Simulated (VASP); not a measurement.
# TaN (P1) in VASP: a series of runs, part 2 of 2

VASP 6.6.1. The steps go on from the part before.

## Step 3: Single point, PBE

INCAR

```
SYSTEM = TaN
PREC = Accurate ; ENCUT = 520
EDIFF = 1E-6 ; ISMEAR = 0
SIGMA = 0.15 ; LREAL = .False.
LASPH = .True. ; NELM = 60
ALGO = Normal ; ISIF = 2
LWAVE = .False. ; LCHARG = .True.
GGA = PE ; LELF = .True.
LVHAR = .True. ; NBANDS = 15
```

KPOINTS

```
Automatic mesh
0
Gamma
  8 8 8
  0 0 0
```

POSCAR

```
TaN
1.0
    0.0000000000      2.1790000000      2.1790000000
    2.1790000000      0.0000000000      2.1790000000
    2.1790000000      2.1790000000      0.0000000000
Ta N
1 1
Direct
    0.4990192611      0.5025907389      0.4881407389
    0.0264700000      0.9971200000      0.9852200000
```

Potentials or basis: VASP PAW PBE potentials, release 64 (Ta_pv, N).

Launch:

```sh
cat potpaw_PBE.64/Ta_pv/POTCAR potpaw_PBE.64/N/POTCAR > POTCAR
mpirun -np 1 vasp_std > vasp.out
```

OUTCAR:

```text
SYSTEM = TaN
   PREC = Accurate
   ENCUT = 520
   EDIFF = 1E-6
   ISMEAR = 0
   LREAL = .False.
   LASPH = .True.
   NELM = 60
   ISIF = 2
   GGA = PE

 ion  position               nearest neighbor table
   1  0.499  0.503  0.488-   2 2.13   2 2.13   2 2.16   2 2.20   2 2.23   2 2.23
   2  0.026  0.997  0.985-   1 2.13   1 2.13   1 2.16   1 2.20   1 2.23   1 2.23

  LATTYP: Found a face centered cubic cell.
 ALAT       =     4.3580000000

  Lattice vectors:

 A1 = (   0.0000000000,   2.1790000000,   2.1790000000)
 A2 = (   2.1790000000,   0.0000000000,   2.1790000000)
 A3 = (   2.1790000000,   2.1790000000,   0.0000000000)

Analysis of symmetry for initial positions (statically):
=====================================================================
 Subroutine PRICEL returns:
 Original cell was already a primitive cell.

 Routine SETGRP: Setting up the symmetry group for a
 face centered cubic supercell.

 Subroutine GETGRP returns: Found  1 space group operations
 (whereof  1 operations were pure point group operations)
 out of a pool of 48 trial point group operations.

The static configuration has the point symmetry C_1 .

Analysis of symmetry for dynamics (positions and initial velocities):
=====================================================================
 Subroutine PRICEL returns:
 Original cell was already a primitive cell.

 Routine SETGRP: Setting up the symmetry group for a
 face centered cubic supercell.

 Subroutine GETGRP returns: Found  1 space group operations
 (whereof  1 operations were pure point group operations)
 out of a pool of 48 trial point group operations.

The dynamic configuration has the point symmetry C_1 .

 Subroutine INISYM returns: Found  1 space group operations
 (whereof  1 operations are pure point group operations),
 and found     1 'primitive' translations

----------------------------------------------------------------------------------------

                                     Primitive cell

  volume of cell :      20.6920

  direct lattice vectors                    reciprocal lattice vectors
     0.000000000  2.179000000  2.179000000    -0.229463056  0.229463056  0.229463056
     2.179000000  0.000000000  2.179000000     0.229463056 -0.229463056  0.229463056
     2.179000000  2.179000000  0.000000000     0.229463056  0.229463056 -0.229463056

  length of vectors
     3.081571352  3.081571352  3.081571352     0.397441672  0.397441672  0.397441672

  position of ions in fractional coordinates (direct lattice)
     0.499019261  0.502590739  0.488140739
     0.026470000  0.997120000  0.985220000

  ion indices of the primitive-cell ions
   primitive index   ion index
                 1           1
                 2           2

----------------------------------------------------------------------------------------

 KPOINTS: Automatic mesh

Automatic generation of k-mesh.
 Grid dimensions read from file:
 generate k-points for:    8    8    8

 Generating k-lattice:

  Cartesian coordinates                     Fractional coordinates (reciprocal lattice)
    -0.028682882  0.028682882  0.028682882     0.125000000  0.000000000  0.000000000
     0.028682882 -0.028682882  0.028682882     0.000000000  0.125000000  0.000000000
     0.028682882  0.028682882 -0.028682882     0.000000000  0.000000000  0.125000000

  Length of vectors
     0.049680209  0.049680209  0.049680209

  Shift w.r.t. Gamma in fractional coordinates (k-lattice)
     0.000000000  0.000000000  0.000000000

 Subroutine IBZKPT returns following result:
 ===========================================

 Found    260 irreducible k-points:

 Following reciprocal coordinates:
            Coordinates               Weight
  0.000000  0.000000  0.000000      1.000000
  0.125000  0.000000  0.000000      2.000000
  0.000000  0.125000  0.000000      2.000000
  0.000000  0.000000  0.125000      2.000000
  0.125000  0.125000  0.125000      2.000000
  0.250000  0.000000  0.000000      2.000000
[... 16 lines left out ...]
  0.125000  0.000000  0.250000      2.000000
  0.125000  0.125000 -0.125000      2.000000
 [... further k-points ...]
   k-points           NKPTS =    260   k-points in BZ     NKDIM =    260   number of bands    NBANDS=     15
   number of dos      NEDOS =    301   number of ions     NIONS =      2
   total plane-waves  NPLWV =  13824
   dimension x,y,z NGX =    24 NGY =   24 NGZ =   24
   dimension x,y,z NGXF=    48 NGYF=   48 NGZF=   48
   ions per type =               1   1
   NGX,Y,Z   is equivalent  to a cutoff of  12.95, 12.95, 12.95 a.u.
   NGXF,Y,Z  is equivalent  to a cutoff of  25.90, 25.90, 25.90 a.u.
 SYSTEM =  TaN
   PREC   = accura    normal or accurate (medium, high low for compatibility)
   ISTART =      0    job   : 0-new  1-cont  2-samecut
   ICHARG =      2    charge: 1-file 2-atom 10-const
   ISPIN  =      1    spin polarized calculation?
   LNONCOLLINEAR =      F non collinear calculations
   LSORBIT =      F    spin-orbit coupling
   LASPH  =      T    aspherical Exc in radial PAW
   ENCUT  =  520.0 eV  38.22 Ry    6.18 a.u.   5.73  5.73  5.73*2*pi/ulx,y,z
   NELM   =     60;   NELMIN=  2; NELMDL= -5     # of ELM steps
   EDIFF  = 0.1E-05   stopping-criterion for ELM
   LREAL  =      F    real-space projection
   EDIFFG = 0.1E-04   stopping-criterion for IOM
   NSW    =      0    number of steps for IOM
   IBRION =     -1    ionic relax: 0-MD 1-quasi-New 2-CG
   NFREE  =      0    steps in history (QN), initial steepest desc. (CG)
   ISIF   =      2    stress and relaxation
   ISYM   =      2    0-nonsym 1-usesym 2-fastsym
   POTIM  = 0.5000    time-step for ionic-motion
   TEBEG  =    0.0;   TEEND  =   0.0 temperature during run
   PSTRESS=    0.0 pullay stress
   NELECT =      16.0000    total number of electrons
   NUPDOWN=      -1.0000    fix difference up-down
   EMIN   =  10.00;   EMAX   =-10.00  energy-range for DOS
   EFERMI =   0.00;   METHOD = LEGACY
   ISMEAR =     0;   SIGMA  =   0.15  broadening in eV -4-tet -1-fermi 0-gaus
   EFERMI_NEDOS =   21; number of points for ismear=-14 and -15
   IALGO  =     38    algorithm
   IMIX   =      4    mixing-type and parameters
     AMIX     =   0.40;   BMIX     =  1.00
     AMIX_MAG =   1.60;   BMIX_MAG =  1.00
  volume/ion in A,a.u.               =      10.35        69.82
  Fermi-wavevector in a.u.,A,eV,Ry     =   1.502615  2.839530 30.719922  2.257851
  Thomas-Fermi vector in A             =   2.613832
   LORBIT       =      0    0 simple, 1 ext, 2 COOP (PROOUT), +10 PAW based schemes
   GGA     = PE    functional components
   LHFCALC =     F    Hartree Fock is set to
   AEXX    =    0.0000 exact exchange contribution
   IVDW    =     0    specifies the selected vdW correction
   LEPSILON=     F    determine dielectric tensor
   LRPA    =     F    only Hartree local field effects (RPA)
 non-spin polarized calculation
 Gauss-broadening in eV      SIGMA  =   0.15
  energy-cutoff  :      520.00
  volume of cell :       20.69
 maximum number of plane-waves:       568
   NGX = 11   NGY = 11   NGZ = 11

 number of electron      16.0000000 magnetization

 Free energy of the ion-electron system (eV)
  ---------------------------------------------------
  ext. energy  EPLUGINS =         0.00000000
  ---------------------------------------------------
  free energy    TOTEN  =       -21.73400168 eV

  energy without entropy =      -21.72362680  energy(sigma->0) =      -21.72881424

 E-fermi :   9.9115     XC(G=0): -13.5851

 val. band max:        9.8568587374   @ k =  -0.3750   0.3750   0.2500
 cond. band min:       9.9979196393   @ k =   0.0000   0.0000   0.0000
 fundamental gap:      0.1410609019
 Fermi energy:         9.9114511493

 k-point     1 :       0.0000    0.0000    0.0000
  band No.  band energies     occupation
      1     -25.8488      2.00000
      2     -25.8472      2.00000
      3     -25.8444      2.00000
      4      -9.2309      2.00000
      5       5.7607      2.00000
      6       5.8030      2.00000
      7       5.8413      2.00000
      8       7.6910      2.00000
      9       7.8113      2.00000
     10       7.8993      2.00000
     11       9.9979      0.41494
     12      10.0705      0.13370
     13      11.6006      0.00000
     14      19.2583      0.00000
     15      22.3141      0.00000
[... 397 lines left out ...]
 k-point    24 :       0.1250    0.1250   -0.1250
  band No.  band energies     occupation
      1     -26.2419      2.00000
      2     -25.9387      2.00000
      3     -25.9204      2.00000
      4      -8.0459      2.00000
      5       2.0266      2.00000
      6       3.9156      2.00000
      7       4.3956      2.00000
      8       7.2254      2.00000
      9      10.0909      0.09062
     10      10.2466      0.00158
     11      11.9767      0.00000
     12      12.7949      0.00000
     13      16.0037      0.00000
     14      22.3102      0.00000
     15      22.7362      0.00000

 [... further k-points ...]
[... 5 lines left out ...]
  --------------------------------------------------------------------------------------
  -------------------------------------------------------------------------------------
  Total        2.0663700      2.2395304      2.2034356      0.0258488     -0.0723559      0.0229361
  in kB      159.9988948    173.4066974    170.6118777      2.0014726     -5.6025094      1.7759393
  external PRESSURE =     168.0058233 kB  Pullay stress =       0.0000000 kB

 VOLUME and BASIS-vectors are now :
 -----------------------------------------------------------------------------
  energy-cutoff  :      520.00
  volume of cell :       20.69
      direct lattice vectors                 reciprocal lattice vectors
     0.000000000  2.179000000  2.179000000    -0.229463056  0.229463056  0.229463056
     2.179000000  0.000000000  2.179000000     0.229463056 -0.229463056  0.229463056
     2.179000000  2.179000000  0.000000000     0.229463056  0.229463056 -0.229463056

 POSITION                                       TOTAL-FORCE (eV/Angst)
 -----------------------------------------------------------------------------------
      2.15880      2.15102      2.18251        -0.183293      0.559367      0.496432
      4.31952      2.20447      2.23040         0.183293     -0.559367     -0.496432
 -----------------------------------------------------------------------------------
    total drift:                               -0.000023      0.000020      0.000052

  FREE ENERGIE OF THE ION-ELECTRON SYSTEM (eV)
  ---------------------------------------------------
  free  energy   TOTEN  =       -21.7340016833 eV

  energy  without entropy=      -21.7236267996  energy(sigma->0) =      -21.72881424
```

stdout:

```text
POSCAR found type information on POSCAR TaN
 POSCAR found :  2 types and       2 ions
 scaLAPACK will be used
 LDA part: xc-table for (Slater+PW92), standard interpolation
 POSCAR, INCAR and KPOINTS ok, starting setup
 FFT: planning ... GRIDC
 FFT: planning ... GRID_SOFT
 FFT: planning ... GRID
 WAVECAR not read
 entering main loop
```

Wall time 34 s (1 thread of Intel Xeon Platinum 8488C (Sapphire Rapids), shared host); peak memory 0.21 GiB.

What came out:

```yaml
Free_energy: -21.7340 eV
Pressure: 16.8 GPa
Largest_force: 0.770 eV/Å
Band_gap_on_the_k_mesh: zero (band 8 reaches 11.85 eV, above the bottom of band 9 at 7.81 eV)
```

Forces on the atoms (eV/Å):
```
Ta  -0.183  0.559  0.496
N    0.183 -0.559 -0.496
```

Caveat: spin-orbit coupling is left out, which moves the levels of the heavy elements.
